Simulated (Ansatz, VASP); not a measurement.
# GaN in VASP and in Ansatz

```xyz
8
Lattice="-3.1516 0.0000 0.0000 0.0000 0.0000 -5.1382 0.0000 -5.4587 0.0000" Properties=species:S:1:pos:R:3 pbc="T T T"
Ga   -1.5758   -0.9810   -0.0118
Ga    0.0000   -3.5679    0.0412
Ga    0.0000   -1.8908   -2.5279
Ga   -1.5758   -4.4777   -2.5810
N    -1.5758   -0.9202   -3.2865
N     0.0000   -3.6289   -3.3111
N     0.0000   -1.8298   -0.7420
N    -1.5758   -4.5385   -0.7174
```

Change from the starting cell: mode 11 frozen in at -0.076 Å and mode 13 at -0.091 Å (largest displacements).

Alike in both runs: task single point; functional LDA; k mesh 8 × 6 × 6; occupations gaussian, width 0.05 eV; no spin polarisation.

|  | VASP | Ansatz |
| --- | --- | --- |
| version | VASP 6.6.1 | Ansatz 0.2.0 |
| potentials or method | VASP PAW LDA potentials, release 64 (Ga_d, N), cutoff 520 eV | scalar-relativistic, plane waves, PAW |
| valence electrons in the cell | 72 | 72 |

Ansatz gave:

| Property | Result |
| --- | --- |
| gap on the k mesh at the Fermi level (eV) | 1.91 |
| least direct gap on the mesh (eV) | 1.91 |
| pressure (GPa) | 2.3 |
| traceless stress, the component that is largest in VASP (GPa) | 11.27 |
| rms of the force components (eV/Å) | 1.305 |

Q: What did VASP give for the same quantities?

A: gap on the k mesh at the Fermi level (eV): 1.91; least direct gap on the mesh (eV): 1.91; pressure (GPa): 3.4; traceless stress, the component that is largest in VASP (GPa): 11.64; rms of the force components (eV/Å): 1.324.

Ansatz warns that its potentials were made for another functional, while VASP's fit it. LDA's correlation is that of Perdew and Zunger in VASP and of Perdew and Wang (1992) in Ansatz. Atom by atom the forces differ by 0.020 eV/Å (rms over components).
